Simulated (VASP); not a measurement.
MoS2, a slab with vacuum:

```xyz
3
Lattice="3.1841 0.0000 0.0000 -1.5921 2.7575 0.0000 0.0000 0.0000 17.3346" Properties=species:S:1:pos:R:3 pbc="T T T"
Mo    0.0000    0.0000    0.0000
S     0.0000    1.8384    1.5513
S     0.0000    1.8384   15.7833
```

Base run:

- Program: VASP 6.6.1
- Functional: r2SCAN
- Potentials or basis: VASP PAW PBE potentials, release 64 (Mo_sv, S)
- Cutoff: 520 eV
- k mesh: 8 × 8 × 2
- Occupations: fermi-dirac, width 0.1 eV
- Spin: no spin polarisation

Its results: band gap on the k mesh 1.87 eV, indirect (least direct gap 2.10 eV); largest force 0.022 eV/Å.

Task: The run is repeated on the same cell with these changes: k mesh from 8 × 8 × 2 to 6 × 6 × 1; further incar settings from ALGO = Normal; EDIFF = 1e-07; NBANDS = 20 to ALGO = Normal; EDIFF = 1e-06; NBANDS = 20. What comes out?

Result: Band gap on the k mesh 1.68 eV, indirect (least direct gap 1.77 eV); largest force 0.026 eV/Å.

Caveats: the PAW data sets were made with another functional, which shifts forces and pressure a little.

A k mesh can miss the band edges.
